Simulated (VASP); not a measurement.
Set up this calculation in VASP 6.6.1, as the native input.

* Task: single point
* Functional: PBE
* Potentials or basis: VASP PAW PBE potentials, release 64 (B, As)
* Cutoff: 500 eV
* k mesh: 4 × 4 × 2
* Occupations: gaussian, width 0.2 eV
* Spin: no spin polarisation
* Dipole correction: no
* Further INCAR settings: ALGO = Normal; EDIFF = 1e-06; NBANDS = 27

The structure of B3As5 lies in POSCAR:

```
B3As5
1.0
    4.3535876879      0.0000000026      0.0000000000
   -2.1767938461      3.7703175340      0.0000000000
    0.0000000000      0.0000000000      7.7237019627
B As
3 5
Direct
    0.3333333333      0.6666666667      0.0000000000
    0.6666666667      0.3333333333      0.6137998871
    0.6666666667      0.3333333333      0.3862001129
    0.0000000000      0.0000000000      0.0000000000
    0.6666666667      0.3333333333      0.0000000000
    0.3333333333      0.6666666667      0.5000000000
    0.0000000000      0.0000000000      0.3293910330
    0.0000000000      0.0000000000      0.6706089670
```

The input as run:

INCAR

```
PREC     = Accurate       # precision mode
ENCUT    = 500            # plane-wave cutoff, eV
EDIFF    = 1E-6           # SCF threshold, eV
ISMEAR   = 0              # smearing method
SIGMA    = 0.2            # smearing width, eV
LREAL    = False          # projectors in reciprocal space
LASPH    = True           # aspherical terms in the spheres
NELM     = 120            # most SCF steps
ALGO     = Normal         # electronic algorithm
ISIF     = 2              # what is computed and relaxed
LWAVE    = False          # write WAVECAR
LCHARG   = False          # write CHGCAR
GGA      = PE             # functional
NBANDS   = 27             # bands
GGA_COMPAT= False
```

KPOINTS

```
regular mesh
0
Gamma
  4 4 2
```

Potentials or basis: VASP PAW PBE potentials, release 64 (B, As).

Command:

```sh
$ cat potpaw_PBE.64/B/POTCAR potpaw_PBE.64/As/POTCAR > POTCAR
$ mpirun -np 1 vasp_std > vasp.out
```

Results of the run:

The pressure is 0.2 GPa, the largest force is 0.057 eV/Å and the band gap on the k mesh is zero (band 17 reaches 7.11 eV, above the bottom of band 18 at 3.04 eV).

Caveat: the k points lie up to 0.42 Å⁻¹ apart.

It took 16 s on 1 thread of Intel(R) Xeon(R) Platinum 8488C (Sapphire Rapids), on a shared host, peak memory 0.23 GiB.
